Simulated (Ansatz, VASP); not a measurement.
Two plane-wave programs on SiMo3

File INCAR:

```
SYSTEM = SiMo3
PREC = Accurate ; ENCUT = 520
EDIFF = 1E-6 ; ISMEAR = 0
SIGMA = 0.15 ; LREAL = .False.
LASPH = .True. ; NELM = 60
ALGO = Fast ; ISIF = 2
LWAVE = .False. ; LCHARG = .False.
GGA = PS ; NBANDS = 56
```

The input KPOINTS:

```
Automatic mesh
0
Gamma
  8 8 8
  0 0 0
```

Contents of POSCAR:

```
SiMo3
1.0
    4.8615851677      0.0000000000      0.0000000000
    0.0000000000      4.8615851677      0.0000000000
    0.0000000000      0.0000000000      4.8615851677
Si Mo
2 6
Direct
    0.0000000000      0.0141547851      0.0000000000
    0.5000000000      0.5141547851      0.5000000000
    0.2500000000      0.0210690156      0.5000000000
    0.5000000000      0.7037187991      0.0000000000
    0.7500000000      0.0210690156      0.5000000000
    0.5000000000      0.2037187991      0.0000000000
    0.0000000000      0.5210690156      0.7500000000
    0.0000000000      0.5210690156      0.2500000000
```

Input for Ansatz:

```yaml
crystal:
  lattice:
    - [4.8615851677, 0.0, 0.0]
    - [0.0, 4.8615851677, 0.0]
    - [0.0, 0.0, 4.8615851677]
  atoms:
    - { symbol: Si, position: [0.0, 0.0141547851, 0.0] }
    - { symbol: Si, position: [0.5, 0.5141547851, 0.5] }
    - { symbol: Mo, position: [0.25, 0.0210690156, 0.5] }
    - { symbol: Mo, position: [0.5, 0.7037187991, 0.0] }
    - { symbol: Mo, position: [0.75, 0.0210690156, 0.5] }
    - { symbol: Mo, position: [0.5, 0.2037187991, 0.0] }
    - { symbol: Mo, position: [0.0, 0.5210690156, 0.75] }
    - { symbol: Mo, position: [0.0, 0.5210690156, 0.25] }
basis:
  ecutwfc: 420
kpoints:
  mp_grid: { grid: [8, 8, 8] }
hamiltonian:
  xc: pbesol
scf:
  occupations: { method: gaussian, width: 0.15 }
output:
  forces: true
  stress: true
  eigenvalues: true
```

Change from the starting cell: mode 4 (147.8 1/cm) frozen in, largest displacement +0.225 Å.

Alike in both runs: task single point; functional PBEsol; k mesh 8 × 8 × 8; occupations gaussian, width 0.15 eV; no spin polarisation.

```csv
,VASP,Ansatz
version,VASP 6.6.1,Ansatz 0.2.0
potentials or method,"VASP PAW PBE potentials, release 64 (Si, Mo_sv), cutoff 520 eV","scalar-relativistic, plane waves, PAW"
valence electrons in the cell,92,92
```

|  | VASP | Ansatz | Ansatz less VASP |
| --- | --- | --- | --- |
| gap on the k mesh at the Fermi level (eV) | none | none | - |
| pressure (GPa) | 2.6 | 2.0 | -0.62 |
| traceless stress, the component that is largest in VASP (GPa) | -0.71 | -0.70 | +0.015 |
| rms of the force components (eV/Å) | 0.638 | 0.636 | -0.0019 |

VASP's potentials were made for PBE, not for PBEsol. Atom by atom the forces differ by 0.002 eV/Å (rms over components). A gap of «none» marks a metal or a gap that the smearing closes.
